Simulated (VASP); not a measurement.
A run of VASP 6.6.1:

Contents of INCAR:

```
PREC = Accurate ; ENCUT = 520
EDIFF = 1E-6 ; ISMEAR = -1
SIGMA = 0.05 ; LREAL = False
LASPH = True ; NELM = 100
ALGO = Normal ; ISIF = 2
LWAVE = False ; LCHARG = True
GGA = PS ; LELF = True
LVHAR = True ; NBANDS = 8
```

File KPOINTS:

```
Automatic mesh
0
Gamma
  19 19 19
```

The input POSCAR:

```
Sb
1.0
   -1.5345172977      1.5345172977      2.5286397996
    1.5345172977     -1.5345172977      2.5286397996
    1.5345172977      1.5345172977     -2.5286397996
Sb
1
Direct
    0.0000000000      0.0000000000      0.0000000000
```

Potentials or basis: VASP PAW PBE potentials, release 64 (Sb).

Run with:

```sh
$ cat potpaw_PBE.64/Sb/POTCAR > POTCAR
$ mpirun -np 1 vasp_std > vasp.out
```

Hardware: 1 thread of Intel Xeon 8259CL (shared host).

Task: How long does it take, and how much memory?

Result: Wall time 2.4 min on 1 thread of Intel Xeon 8259CL, with other jobs on the host, peak memory 0.24 GiB. Counts: scf iterations 9, k points 550.
